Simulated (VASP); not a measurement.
Here is a VASP 6.6.1 calculation.

Contents of INCAR:

```
  ALGO = Normal
  EDIFF = 1E-6
  ENCUT = 520
  ISIF = 2
  ISMEAR = -1
  LASPH = True
  LCHARG = False
  LREAL = False
  LWAVE = False
  NBANDS = 16
  NELM = 100
  PREC = Accurate
  SIGMA = 0.05
```

The input KPOINTS:

```
k-points
0
Gamma
  10 10 6
```

File POSCAR:

```
AlN
1.0
    3.0921067530      0.0000000000      0.0000000000
   -1.5460533765      2.6778429994      0.0000000000
    0.0000000000      0.0000000000      4.9475694625
Al N
2 2
Direct
    0.6666666667      0.3333333333      0.5000000000
    0.3333333333      0.6666666667      0.0000000000
    0.6666666667      0.3333333333      0.8800000000
    0.3333333333      0.6666666667      0.3800000000
```

Potentials or basis: VASP PAW LDA potentials, release 64 (Al, N).

Run with:

```console
$ cat potpaw_LDA.64/Al/POTCAR potpaw_LDA.64/N/POTCAR > POTCAR
$ mpirun -np 1 vasp_std > vasp.out
```

Question: Predict the pressure.

Answer: 0.0 GPa.

Question: What does it give for the band gap on the k mesh?

Answer: 4.43 eV, direct.

Question: Estimate the largest force.

Answer: 0.135 eV/Å.

Stress tensor (GPa, compression positive):
```
-0.53  0.00  0.00
 0.00 -0.53  0.00
 0.00  0.00  1.07
```

 A k mesh can miss the band edges.
